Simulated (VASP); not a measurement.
# Bi (P6_3/mmc) in VASP: notebook, part 2 of 2

VASP 6.6.1. Earlier steps stand in the parts before.

### 4 Single point, revPBE (36.22 Å³/atom)

This run uses another cell than the first one, of 36.22 Å³/atom.

INCAR

```
PREC = Accurate ; ENCUT = 520
EDIFF = 1E-7 ; ISMEAR = -1
SIGMA = 0.1 ; LREAL = F
LASPH = T ; NELM = 80
ALGO = Normal ; ISIF = 2
LWAVE = F ; LCHARG = F
GGA = RE ; NBANDS = 38
```

KPOINTS

```
regular mesh
0
Gamma
  12 12 3
```

POSCAR

```
Bi
1.0
    3.6832889818      0.0000000000      0.0000000000
   -1.8416444909      3.1898218277      0.0000000000
    0.0000000000      0.0000000000     12.3315335278
Bi
4
Direct
    0.0000000000      1.0000000000      1.0000000000
    0.0000000000      1.0000000000      0.5000000000
    0.3333333333      0.6666666667      0.2500000000
    0.6666666667      0.3333333333      0.7500000000
```

Potentials or basis: VASP PAW PBE potentials, release 64 (Bi_d).

The run is started by

```
> cat potpaw_PBE.64/Bi_d/POTCAR > POTCAR
> mpirun -np 1 vasp_std > vasp.out
```

OUTCAR:

```text
PREC = Accurate
   ENCUT = 520
   EDIFF = 1E-7
   ISMEAR = -1
   LREAL = F
   LASPH = T
   NELM = 80
   ISIF = 2
   GGA = RE

 ion  position               nearest neighbor table
   1  0.000  0.000  0.000-   3 3.75   4 3.75   3 3.75   4 3.75   4 3.75   3 3.75
   2  0.000  0.000  0.500-   3 3.75   4 3.75   3 3.75   4 3.75   4 3.75   3 3.75
   3  0.333  0.667  0.250-   1 3.75   2 3.75   1 3.75   2 3.75   1 3.75   2 3.75
   4  0.667  0.333  0.750-   1 3.75   2 3.75   1 3.75   2 3.75   1 3.75   2 3.75

  LATTYP: Found a hexagonal cell.
 ALAT       =     3.6832889818
 C/A-ratio  =     3.3479679680

  Lattice vectors:

 A1 = (   3.6832889818,   0.0000000000,   0.0000000000)
 A2 = (  -1.8416444909,   3.1898218277,   0.0000000000)
 A3 = (   0.0000000000,   0.0000000000,  12.3315335278)

Analysis of symmetry for initial positions (statically):
=====================================================================
 Subroutine PRICEL returns:
 Original cell was already a primitive cell.

 Routine SETGRP: Setting up the symmetry group for a
 hexagonal supercell.

[... 170 lines left out ...]
  energy without entropy =      -13.32681747  energy(sigma->0) =      -13.37568592

 E-fermi :   6.3213     XC(G=0):  -9.5279

 val. band max:        6.2991419299   @ k =   0.2500   0.1667   0.0000
 cond. band min:       6.3373318843   @ k =   0.2500   0.0000   0.3333
 fundamental gap:      0.0381899544
 Fermi energy:         6.3212897645

 k-point     1 :       0.0000    0.0000    0.0000
  band No.  band energies     occupation
      1     -16.7675      2.00000
      2     -16.7675      2.00000
      3     -16.7671      2.00000
      4     -16.7639      2.00000
      5     -16.7639      2.00000
      6     -16.7636      2.00000
[... 973 lines left out ...]
     37      11.5404      0.00000
     38      11.5912      0.00000

 [... further k-points ...]

------------------------ aborting loop because EDIFF is reached ----------------------------------------

  FORCE on cell =-STRESS in cart. coord.  units (eV):
  Direction    XX          YY          ZZ          XY          YZ          ZX
  --------------------------------------------------------------------------------------
  -------------------------------------------------------------------------------------
  Total       -4.0744972     -4.0744972     -3.6226013     -0.0000000      0.0000000     -0.0000000
  in kB      -45.0573142    -45.0573142    -40.0600800     -0.0000000      0.0000000     -0.0000000
  external PRESSURE =     -43.3915695 kB  Pullay stress =       0.0000000 kB

 VOLUME and BASIS-vectors are now :
 -----------------------------------------------------------------------------
  energy-cutoff  :      520.00
  volume of cell :      144.88
      direct lattice vectors                 reciprocal lattice vectors
     3.683288982  0.000000000  0.000000000     0.271496482  0.156748567  0.000000000
    -1.841644491  3.189821828  0.000000000     0.000000000  0.313497134  0.000000000
     0.000000000  0.000000000 12.331533528     0.000000000  0.000000000  0.081092915

 POSITION                                       TOTAL-FORCE (eV/Angst)
 -----------------------------------------------------------------------------------
      0.00000      0.00000      0.00000         0.000000      0.000000      0.000000
      0.00000      0.00000      6.16577         0.000000      0.000000      0.000000
     -0.00000      2.12655      3.08288        -0.000000      0.000000     -0.000000
      1.84164      1.06327      9.24865        -0.000000     -0.000000      0.000000
 -----------------------------------------------------------------------------------
    total drift:                                0.000000     -0.000000      0.000000

  FREE ENERGIE OF THE ION-ELECTRON SYSTEM (eV)
  ---------------------------------------------------
  free  energy   TOTEN  =       -13.4245543800 eV

  energy  without entropy=      -13.3268174656  energy(sigma->0) =      -13.37568592
```

OSZICAR:

```text
N       E                     dE             d eps       ncg     rms          rms(c)
DAV:   1     0.702094950393E+03    0.70209E+03   -0.31001E+04  2888   0.187E+03
DAV:   2     0.620065377061E+02   -0.64009E+03   -0.62883E+03  2894   0.528E+02
DAV:   3    -0.988790559122E+01   -0.71894E+02   -0.69996E+02  3402   0.195E+02
DAV:   4    -0.132384852363E+02   -0.33506E+01   -0.33241E+01  3240   0.435E+01
DAV:   5    -0.134196112947E+02   -0.18113E+00   -0.18111E+00  4174   0.932E+00    0.994E-01
DAV:   6    -0.134175800439E+02    0.20313E-02   -0.63076E-02  3582   0.205E+00    0.650E-01
DAV:   7    -0.134240930336E+02   -0.65130E-02   -0.40800E-02  3346   0.158E+00    0.167E-01
DAV:   8    -0.134244997512E+02   -0.40672E-03   -0.35608E-03  3394   0.613E-01    0.306E-02
DAV:   9    -0.134245394449E+02   -0.39694E-04   -0.17111E-04  4298   0.150E-01    0.192E-02
DAV:  10    -0.134245533653E+02   -0.13920E-04   -0.27579E-05  3280   0.338E-02    0.345E-03
DAV:  11    -0.134245543720E+02   -0.10067E-05   -0.22431E-06  3530   0.219E-02    0.821E-04
DAV:  12    -0.134245543800E+02   -0.79772E-08   -0.22995E-07  2032   0.502E-03
   1 F= -.13424554E+02 E0= -.13375686E+02  d E =-.977369E-01
```

stdout:

```text
POSCAR found type information on POSCAR Bi
 POSCAR found :  1 types and       4 ions
 scaLAPACK will be used
 -----------------------------------------------------------------------------
|                                                                             |
|                                                                             |
|     You enforced a specific xc type in the INCAR file but a different       |
|     I HOPE YOU KNOW WHAT YOU ARE DOING!                                     |
|                                                                             |
 -----------------------------------------------------------------------------

 LDA part: xc-table for (Slater+PW92), standard interpolation
 POSCAR, INCAR and KPOINTS ok, starting setup
 FFT: planning ... GRIDC
 FFT: planning ... GRID_SOFT
 FFT: planning ... GRID
 WAVECAR not read
 entering main loop
```

Wall time 77 s (1 thread of Intel Xeon 6975P-C (Granite Rapids), shared host); peak memory 0.33 GiB.

What came out:

```yaml
Free_energy: -13.4246 eV
Pressure: -4.3 GPa
Band_gap_on_the_k_mesh: zero (bands 30 and 31 overlap by 5.12 eV)
```

Stress tensor (GPa, compression positive):
```
-4.51  0.00  0.00
 0.00 -4.51  0.00
 0.00  0.00 -4.01
```

Levels at points of the mesh, in eV from the Fermi level:
| k point | band 26 | band 27 | band 28 | band 29 | band 30 | band 31 | band 32 | band 33 | band 34 | band 35 |
| --- | --- | --- | --- | --- | --- | --- | --- | --- | --- | --- |
| (0.00, 0.00, 0.00) | -1.26 | -1.25 | 2.95 | 2.95 | 3.48 | 3.48 | 3.49 | 3.49 | 3.76 | 4.11 |
| (0.50, 0.00, 0.00) | -4.11 | -3.36 | -3.01 | -1.19 | -0.60 | 0.49 | 1.16 | 1.40 | 1.41 | 2.02 |

Caveat: the cell stands under tension; the PAW data sets were made with another functional, which shifts forces and pressure a little; spin-orbit coupling is left out, which moves the levels of the heavy elements.

### 5 Summary

```tsv
cell	gap on the mesh (eV)	pressure (GPa)
a = 3.593, b = 3.593, c = 12.031 Å, angles 90.0, 90.0, 120.0°, 4 atoms	none	-1.9
a = 3.639, b = 3.639, c = 12.183 Å, angles 90.0, 90.0, 120.0°, 4 atoms	none	-3.2
a = 3.683, b = 3.683, c = 12.332 Å, angles 90.0, 90.0, 120.0°, 4 atoms	none	-4.3
```

Alike in all rows: task single point; level revPBE; potentials or basis VASP PAW PBE potentials, release 64 (Bi_d); no spin polarisation; k mesh 12 × 12 × 3; cutoff (eV) 520; smearing fermi-dirac 0.1 eV.

Caveats: the PAW data sets were made with another functional, which shifts forces and pressure a little; spin-orbit coupling is left out, which moves the levels of the heavy elements; the cell stands under tension (at least some runs).

Total energies depend on the potentials used, so only differences within one code and one set of settings carry meaning.
